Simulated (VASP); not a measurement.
# Sc (P6_3/mmc) in VASP: a series of runs, part 2 of 2

VASP 6.6.1. The steps go on from the part before.

**4. Single point, r2SCAN**

The input, POSCAR:

```
Sc
1.0
    3.3280716152      0.0000000000      0.0000000000
   -1.6640358076      2.8821945644      0.0000000000
    0.0000000000      0.0000000000      5.2121495536
Sc
2
Direct
    0.3333333333      0.6666666667      0.2500000000
    0.6666666667      0.3333333333      0.7500000000
```

The input, INCAR.step1:

```
ALGO = Normal ; EDIFF = 1E-4
ENCUT = 520 ; GGA = PE
ISMEAR = -1 ; LASPH = T
LCHARG = F ; LREAL = F
LWAVE = T ; NBANDS = 18
NELM = 100 ; PREC = Accurate
SIGMA = 0.3
```

The input, INCAR.step2:

```
ALGO = Normal ; EDIFF = 1E-6
ENCUT = 520 ; ISIF = 2
ISMEAR = -1 ; ISTART = 1
LASPH = T ; LCHARG = F
LMIXTAU = T ; LREAL = F
LWAVE = F ; METAGGA = R2SCAN
NBANDS = 18 ; NELM = 100
PREC = Accurate ; SIGMA = 0.3
```

The input, KPOINTS:

```
k-points
0
Gamma
  11 11 6
```

Potentials or basis: VASP PAW PBE potentials, release 64 (Sc_sv).

Started as:

```
$ cat potpaw_PBE.64/Sc_sv/POTCAR > POTCAR
$ cp INCAR.step1 INCAR
$ mpirun -np 1 vasp_std > vasp.out
$ cp INCAR.step2 INCAR
$ mpirun -np 1 vasp_std > vasp.out
```

OUTCAR:

```text
EDIFF = 1E-6
   ENCUT = 520
   ISIF = 2
   ISMEAR = -1
   ISTART = 1
   LASPH = T
   LREAL = F
   METAGGA = R2SCAN
   NELM = 100
   PREC = Accurate

 ion  position               nearest neighbor table
   1  0.333  0.667  0.250-   2 3.24   2 3.24   2 3.24   2 3.24   2 3.24   2 3.24
   2  0.667  0.333  0.750-   1 3.24   1 3.24   1 3.24   1 3.24   1 3.24   1 3.24

  LATTYP: Found a hexagonal cell.
 ALAT       =     3.3280716152
 C/A-ratio  =     1.5661170060

  Lattice vectors:

 A1 = (   3.3280716152,   0.0000000000,   0.0000000000)
 A2 = (  -1.6640358076,   2.8821945644,   0.0000000000)
 A3 = (   0.0000000000,   0.0000000000,   5.2121495536)

Analysis of symmetry for initial positions (statically):
=====================================================================
 Subroutine PRICEL returns:
 Original cell was already a primitive cell.

 Routine SETGRP: Setting up the symmetry group for a
 hexagonal supercell.

 Subroutine GETGRP returns: Found 24 space group operations
 (whereof 12 operations were pure point group operations)
 out of a pool of 24 trial point group operations.

The static configuration has the point symmetry D_3d.
 The point group associated with its full space group is D_6h.

Analysis of symmetry for dynamics (positions and initial velocities):
=====================================================================
 Subroutine PRICEL returns:
 Original cell was already a primitive cell.

 Routine SETGRP: Setting up the symmetry group for a
 hexagonal supercell.

 Subroutine GETGRP returns: Found 24 space group operations
 (whereof 12 operations were pure point group operations)
 out of a pool of 24 trial point group operations.

The dynamic configuration has the point symmetry D_3d.
 The point group associated with its full space group is D_6h.

 Subroutine INISYM returns: Found 24 space group operations
 (whereof 12 operations are pure point group operations),
 and found     1 'primitive' translations

----------------------------------------------------------------------------------------

                                     Primitive cell

  volume of cell :      49.9957

  direct lattice vectors                    reciprocal lattice vectors
     3.328071615  0.000000000  0.000000000     0.300474303  0.173478920  0.000000000
    -1.664035808  2.882194564  0.000000000     0.000000000  0.346957840  0.000000000
     0.000000000  0.000000000  5.212149554     0.000000000  0.000000000  0.191859422

  length of vectors
     3.328071615  3.328071615  5.212149554     0.346957840  0.346957840  0.191859422

  position of ions in fractional coordinates (direct lattice)
     0.333333333  0.666666667  0.250000000
     0.666666667  0.333333333  0.750000000

  ion indices of the primitive-cell ions
   primitive index   ion index
                 1           1
                 2           2

----------------------------------------------------------------------------------------

 KPOINTS: k-points

Automatic generation of k-mesh.
 Grid dimensions read from file:
 generate k-points for:   11   11    6

 Generating k-lattice:

  Cartesian coordinates                     Fractional coordinates (reciprocal lattice)
     0.027315846  0.015770811  0.000000000     0.090909091  0.000000000  0.000000000
     0.000000000  0.031541622  0.000000000     0.000000000  0.090909091  0.000000000
     0.000000000  0.000000000  0.031976570     0.000000000  0.000000000  0.166666667

  Length of vectors
     0.031541622  0.031541622  0.031976570

  Shift w.r.t. Gamma in fractional coordinates (k-lattice)
     0.000000000  0.000000000  0.000000000

 Subroutine IBZKPT returns following result:
 ===========================================

 Found     64 irreducible k-points:

 Following reciprocal coordinates:
            Coordinates               Weight
  0.000000  0.000000  0.000000      1.000000
  0.090909  0.000000  0.000000      6.000000
  0.181818  0.000000  0.000000      6.000000
  0.272727  0.000000  0.000000      6.000000
  0.363636 -0.000000  0.000000      6.000000
  0.454545  0.000000  0.000000      6.000000
[... 16 lines left out ...]
  0.090909  0.090909  0.166667     12.000000
  0.181818  0.090909  0.166667     24.000000
 [... further k-points ...]
   k-points           NKPTS =     64   k-points in BZ     NKDIM =     64   number of bands    NBANDS=     18
   number of dos      NEDOS =    301   number of ions     NIONS =      2
   total plane-waves  NPLWV =  31360
   dimension x,y,z NGX =    28 NGY =   28 NGZ =   40
   dimension x,y,z NGXF=    56 NGYF=   56 NGZF=   80
   ions per type =               2
   NGX,Y,Z   is equivalent  to a cutoff of  13.99, 13.99, 12.76 a.u.
   NGXF,Y,Z  is equivalent  to a cutoff of  27.97, 27.97, 25.52 a.u.
 SYSTEM =  unknown system
   PREC   = accura    normal or accurate (medium, high low for compatibility)
   ISTART =      1    job   : 0-new  1-cont  2-samecut
   ICHARG =      0    charge: 1-file 2-atom 10-const
   ISPIN  =      1    spin polarized calculation?
   LNONCOLLINEAR =      F non collinear calculations
   LSORBIT =      F    spin-orbit coupling
   LASPH  =      T    aspherical Exc in radial PAW
   ENCUT  =  520.0 eV  38.22 Ry    6.18 a.u.   6.19  6.19  9.69*2*pi/ulx,y,z
   NELM   =    100;   NELMIN=  2; NELMDL=  0     # of ELM steps
   EDIFF  = 0.1E-05   stopping-criterion for ELM
   LREAL  =      F    real-space projection
   EDIFFG = 0.1E-04   stopping-criterion for IOM
   NSW    =      0    number of steps for IOM
   IBRION =     -1    ionic relax: 0-MD 1-quasi-New 2-CG
   NFREE  =      0    steps in history (QN), initial steepest desc. (CG)
   ISIF   =      2    stress and relaxation
   ISYM   =      2    0-nonsym 1-usesym 2-fastsym
   POTIM  = 0.5000    time-step for ionic-motion
   TEBEG  =    0.0;   TEEND  =   0.0 temperature during run
   PSTRESS=    0.0 pullay stress
   NELECT =      22.0000    total number of electrons
   NUPDOWN=      -1.0000    fix difference up-down
   EMIN   =  10.00;   EMAX   =-10.00  energy-range for DOS
   EFERMI =   0.00;   METHOD = LEGACY
   ISMEAR =    -1;   SIGMA  =   0.30  broadening in eV -4-tet -1-fermi 0-gaus
   EFERMI_NEDOS =   21; number of points for ismear=-14 and -15
   IALGO  =     38    algorithm
   IMIX   =      4    mixing-type and parameters
     AMIX     =   0.40;   BMIX     =  1.00
     AMIX_MAG =   1.60;   BMIX_MAG =  1.00
  volume/ion in A,a.u.               =      25.00       168.69
  Fermi-wavevector in a.u.,A,eV,Ry     =   1.245197  2.353081 21.096050  1.550516
  Thomas-Fermi vector in A             =   2.379430
   LORBIT       =      0    0 simple, 1 ext, 2 COOP (PROOUT), +10 PAW based schemes
   METAGGA = R2SCAN    functional components
   LHFCALC =     F    Hartree Fock is set to
   AEXX    =    0.0000 exact exchange contribution
   IVDW    =     0    specifies the selected vdW correction
   LEPSILON=     F    determine dielectric tensor
   LRPA    =     F    only Hartree local field effects (RPA)
 non-spin polarized calculation
  energy-cutoff  :      520.00
  volume of cell :       50.00
 maximum number of plane-waves:      1375
 NGX is ok and might be reduce to    28
   NGX = 13   NGY = 13   NGZ = 19

 number of electron      21.9999997 magnetization

 Free energy of the ion-electron system (eV)
  ---------------------------------------------------
  ext. energy  EPLUGINS =         0.00000000
  ---------------------------------------------------
  free energy    TOTEN  =       -23.18275146 eV

  energy without entropy =      -22.32983203  energy(sigma->0) =      -22.75629175

 E-fermi :   3.6872     XC(G=0): -10.5396

 val. band max:        3.6849958097   @ k =   0.1818   0.0000   0.1667
 cond. band min:       3.6907556756   @ k =   0.1818   0.1818   0.3333
 fundamental gap:      0.0057598659
 Fermi energy:         3.6872217616

 k-point     1 :       0.0000    0.0000    0.0000
  band No.  band energies     occupation
      1     -47.8608      2.00000
      2     -47.7920      2.00000
      3     -25.7295      2.00000
      4     -25.3683      2.00000
      5     -25.3683      2.00000
      6     -25.3047      2.00000
[... 10 lines left out ...]
     17       6.2505      0.00039
     18       6.2505      0.00039

 k-point     2 :       0.0909    0.0000    0.0000
  band No.  band energies     occupation
      1     -47.8570      2.00000
      2     -47.7907      2.00000
      3     -25.7187      2.00000
      4     -25.3890      2.00000
      5     -25.3754      2.00000
      6     -25.3264      2.00000
[... 10 lines left out ...]
     17       6.0985      0.00065
     18       6.1357      0.00057
[... 442 lines left out ...]
 k-point    24 :       0.1818    0.0909    0.1667
  band No.  band energies     occupation
      1     -47.8337      2.00000
      2     -47.7884      2.00000
      3     -25.6496      2.00000
      4     -25.4734      2.00000
      5     -25.4554      2.00000
      6     -25.4013      2.00000
[... 10 lines left out ...]
     17       6.5690      0.00013
     18       6.8176      0.00006

 [... further k-points ...]
[... 5 lines left out ...]
  --------------------------------------------------------------------------------------
  -------------------------------------------------------------------------------------
  Total        0.2477354      0.2477354      0.5601887      0.0000000     -0.0000000      0.0000000
  in kB        7.9389993      7.9389993     17.9519707      0.0000000     -0.0000000      0.0000000
  external PRESSURE =      11.2766564 kB  Pullay stress =       0.0000000 kB

 VOLUME and BASIS-vectors are now :
 -----------------------------------------------------------------------------
  energy-cutoff  :      520.00
  volume of cell :       50.00
      direct lattice vectors                 reciprocal lattice vectors
     3.328071615  0.000000000  0.000000000     0.300474303  0.173478920  0.000000000
    -1.664035808  2.882194564  0.000000000     0.000000000  0.346957840  0.000000000
     0.000000000  0.000000000  5.212149554     0.000000000  0.000000000  0.191859422

 POSITION                                       TOTAL-FORCE (eV/Angst)
 -----------------------------------------------------------------------------------
     -0.00000      1.92146      1.30304         0.000000      0.000000      0.000000
      1.66404      0.96073      3.90911        -0.000000     -0.000000      0.000000
 -----------------------------------------------------------------------------------
    total drift:                               -0.000000      0.000000     -0.000000

  FREE ENERGIE OF THE ION-ELECTRON SYSTEM (eV)
  ---------------------------------------------------
  free  energy   TOTEN  =       -23.1827514647 eV

  energy  without entropy=      -22.3298320344  energy(sigma->0) =      -22.75629175
```

It took 94 s on 1 thread of Intel Xeon 6975P-C (Granite Rapids), shared host; peak memory 0.2 GiB.

What came out:

```yaml
Free_energy: -23.1828 eV
Pressure: 1.1 GPa
Band_gap_on_the_k_mesh: zero (bands 11 and 12 overlap by 1.52 eV)
```

Stress tensor (GPa, compression positive):
```
0.79 0.00 0.00
0.00 0.79 0.00
0.00 0.00 1.80
```

Levels at points of the mesh, in eV from the Fermi level:
```
           k point  band 9  band 10  band 11  band 12  band 13  band 14
(0.00, 0.00, 0.00)   -5.52    -1.72     0.34     1.78     1.78     2.01
(0.00, 0.00, 0.50)   -3.92    -3.92     1.05     1.05     1.70     1.70
```

Caveat: so wide a smearing shifts energies and pressures; the PAW data sets were made with another functional, which shifts forces and pressure a little.

**5. Overview**

```csv
smearing,gap on the mesh (eV),pressure (GPa)
fermi-dirac 0.03 eV,none,0.0
fermi-dirac 0.2 eV,none,0.6
fermi-dirac 0.3 eV,none,1.1
```

Alike in all rows: task single point; level r2SCAN; potentials or basis VASP PAW PBE potentials, release 64 (Sc_sv); no spin polarisation; cell as given; k mesh 11 × 11 × 6; cutoff (eV) 520.

Caveats: the PAW data sets were made with another functional, which shifts forces and pressure a little; so wide a smearing shifts energies and pressures (at least some runs).

Total energies depend on the potentials used, so only differences within one code and one set of settings carry meaning.
